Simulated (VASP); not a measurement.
Input of a VASP 6.6.1 run:

The input POSCAR:

```
CuCl
1.0
    0.0000000000      2.7100000000      2.7100000000
    2.7100000000      0.0000000000      2.7100000000
    2.7100000000      2.7100000000      0.0000000000
Cu Cl
1 1
Direct
    0.0000000000      0.0000000000      0.0000000000
    0.2500000000      0.2500000000      0.2500000000
```

Contents of INCAR.step1:

```
SYSTEM = CuCl
PREC = Accurate
ENCUT = 500
EDIFF = 1E-8
ISMEAR = 0
SIGMA = 0.01
LREAL = .False.
LASPH = .True.
NELM = 60
ALGO = Normal
LWAVE = .True.
LCHARG = .False.
GGA = PE
```

File INCAR.step2:

```
SYSTEM = CuCl
PREC = Accurate
ENCUT = 500
EDIFF = 1E-8
ISMEAR = 0
SIGMA = 0.01
LREAL = .False.
LASPH = .True.
NELM = 1
ALGO = Exact
LWAVE = .True.
LCHARG = .False.
GGA = PE
NBANDS = 563
LOPTICS = .True.
ISTART = 1
```

Contents of INCAR.step3:

```
SYSTEM = CuCl
PREC = Accurate
ENCUT = 500
EDIFF = 1E-8
ISMEAR = 0
SIGMA = 0.01
LREAL = .False.
LASPH = .True.
ALGO = EVGW0
LWAVE = .False.
LCHARG = .False.
GGA = PE
NELMGW = 1
NBANDS = 563
ENCUTGW = 200
NOMEGA = 48
PRECFOCK = Fast
ISTART = 1
NBANDSGW = 17
```

File KPOINTS:

```
Automatic mesh
0
Gamma
  2 2 2
  0 0 0
```

Potentials or basis: VASP PAW PBE potentials, release 64 (Cu_GW, Cl_GW).

The run is started by

```sh
$ cat potpaw_PBE.64/Cu_GW/POTCAR potpaw_PBE.64/Cl_GW/POTCAR > POTCAR
$ cp INCAR.step1 INCAR
$ mpirun -np 1 vasp_std > vasp.out
$ cp INCAR.step2 INCAR
$ mpirun -np 1 vasp_std > vasp.out
$ cp INCAR.step3 INCAR
$ mpirun -np 1 vasp_std > vasp.out
```

Question: What does it give for the quasiparticle gap?

Answer: 1.21 eV.

Question: Estimate the least direct quasiparticle gap.

Answer: 1.21 eV.

Question: Predict the least direct gap of the starting levels on the mesh.

Answer: 0.62 eV.

Question: Predict the band gap of the starting levels on the mesh.

Answer: 0.62 eV.

Caveat: the k points lie up to 1.00 Å⁻¹ apart; bands, screening cutoff and mesh are small and nothing is extrapolated, so the quasiparticle values aren't converged.
